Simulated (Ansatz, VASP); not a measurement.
**One calculation of NiO, two programs**

INCAR

```
PREC = Accurate ; ENCUT = 520
EDIFF = 1E-6 ; ISMEAR = -1
SIGMA = 0.05 ; LREAL = F
LASPH = T ; NELM = 150
ALGO = Normal ; ISIF = 2
LWAVE = F ; LCHARG = T
ISPIN = 2 ; MAGMOM = 1.5 0
LORBIT = 11 ; NUPDOWN = 1.5
LMAXMIX = 4 ; GGA = PE
LELF = T ; LVHAR = T
NBANDS = 19
```

File KPOINTS:

```
Automatic mesh
0
Gamma
  9 9 9
```

Contents of POSCAR:

```
NiO
1.0
    0.0000000000      2.0913095100      2.0913095100
    2.0913095100      0.0000000000      2.0913095100
    2.0913095100      2.0913095100      0.0000000000
Ni O
1 1
Direct
    0.0000000000      0.0000000000      0.0000000000
    0.5000000000      0.5000000000      0.5000000000
```

Contents of input.yaml:

```yaml
crystal:
  lattice:
    - [0.0, 2.09130951, 2.09130951]
    - [2.09130951, 0.0, 2.09130951]
    - [2.09130951, 2.09130951, 0.0]
  atoms:
    - { symbol: Ni, position: [0.0, 0.0, 0.0], spin: 1.5 }
    - { symbol: O, position: [0.5, 0.5, 0.5] }
hamiltonian:
  xc: pbe
  pseudopotentials: { kind: paw }
magnetization:
  spin_polarized: true
  initial_magnetization: 1.5
  spin_locking: { lock_magnetization: hard }
kpoints:
  mp_grid: { grid: [9, 9, 9] }
scf:
  occupations: { method: fermi_dirac, width: 0.05 }
  lower_state_search: "off"
output:
  forces: true
  stress: true
  eigenvalues: true
  write_density: true
  write_potential: true
  elf: true
  volumetric_format: npy
```

Alike in both runs: task single point; functional PBE; k mesh 9 × 9 × 9; occupations fermi-dirac, width 0.05 eV; collinear spin; fixed moment 1.5 μB.

|  | VASP | Ansatz |
| --- | --- | --- |
| version | VASP 6.6.1 | Ansatz 0.2.0 |
| potentials or method | VASP PAW PBE potentials, release 64 (Ni, O) | Ansatz PAW |
| plane-wave cutoff (eV) | 520 | 420 |
| valence electrons in the cell | 16 | 24 |

|  | VASP | Ansatz | Ansatz less VASP |
| --- | --- | --- | --- |
| pressure (GPa) | 1.8 | 2.0 | +0.18 |
| net moment per atom (μB) | 0.75 | 0.75 | 0.000 |
| size of the moment on the site where the two differ most (μB) | 1.26 | 1.23 | -0.022 |

Site moments also hang on the region over which each program counts them. The functional is the same, so the differences come from potentials, cutoffs and numerics. VASP's potentials hold 16 valence electrons a cell and Ansatz's 24, so a difference there can come from the potentials and not from the codes.
